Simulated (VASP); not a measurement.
W, 4 atoms in the cell. Symmetry: Pbcm, No. 57, orthorhombic system. Conventional cell: a = 2.810 Å, b = 4.864 Å, c = 4.924 Å, α = 90.00°, β = 90.00°, γ = 90.00°. Within 3.6 Å of W (site symmetry m) lie 12 W at 2.70 to 3.06 Å. 

- Program: VASP 6.6.1
- Task: single point
- Functional: BLYP
- Potentials or basis: VASP PAW PBE potentials, release 64 (W_sv)
- Cutoff: 520 eV
- k mesh: 8 × 5 × 5
- Occupations: fermi-dirac, width 0.1 eV
- Spin: no spin polarisation
- Dipole correction: no
- Further INCAR settings: ALGO = Normal; EDIFF = 1e-06; NBANDS = 36

Potentials or basis: VASP PAW PBE potentials, release 64 (W_sv).

Launch:

```console
$ cat potpaw_PBE.64/W_sv/POTCAR > POTCAR
$ mpirun -np 1 vasp_std > vasp.out
```

Hardware: 1 thread of AMD EPYC 7R13 Processor (Zen 3), on a shared host.

Estimate the wall time of this run.

Run time: 110 s on 1 thread of AMD EPYC 7R13 Processor (Zen 3) (shared host), peak memory 0.19 GiB. Counts: scf iterations 13, k points 45.
